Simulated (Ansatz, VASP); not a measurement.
## One calculation of MgO, two programs

```xyz
2
Lattice="0.0000 2.0796 2.0796 2.0796 0.0000 2.0796 2.0796 2.0796 0.0000" Properties=species:S:1:pos:R:3 pbc="T T T"
Mg    0.0000    0.0000    0.0000
O     2.0796    2.0796    2.0796
```

Alike in both runs: task single point; functional LDA; k mesh 10 × 10 × 10; occupations gaussian, width 0.02 eV; no spin polarisation.

```csv
,VASP,Ansatz
version,VASP 6.6.1,Ansatz 0.2.0
potentials or method,"VASP PAW LDA potentials, release 64 (Mg, O), cutoff 600 eV","scalar-relativistic, plane waves, PAW"
valence electrons in the cell,8,16
```

VASP gave:

| Quantity | Value |
| --- | --- |
| gap on the k mesh at the Fermi level (eV) | 5.04 |
| least direct gap on the mesh (eV) | 5.04 |
| pressure (GPa) | -2.0 |

Question: Which values does Ansatz return?

Answer: gap on the k mesh at the Fermi level (eV): 5.03; least direct gap on the mesh (eV): 5.03; pressure (GPa): 0.0.

LDA's correlation is that of Perdew and Zunger in VASP and of Perdew and Wang (1992) in Ansatz. VASP's potentials hold 8 valence electrons a cell and Ansatz's 16, so a difference there can come from the potentials and not from the codes.
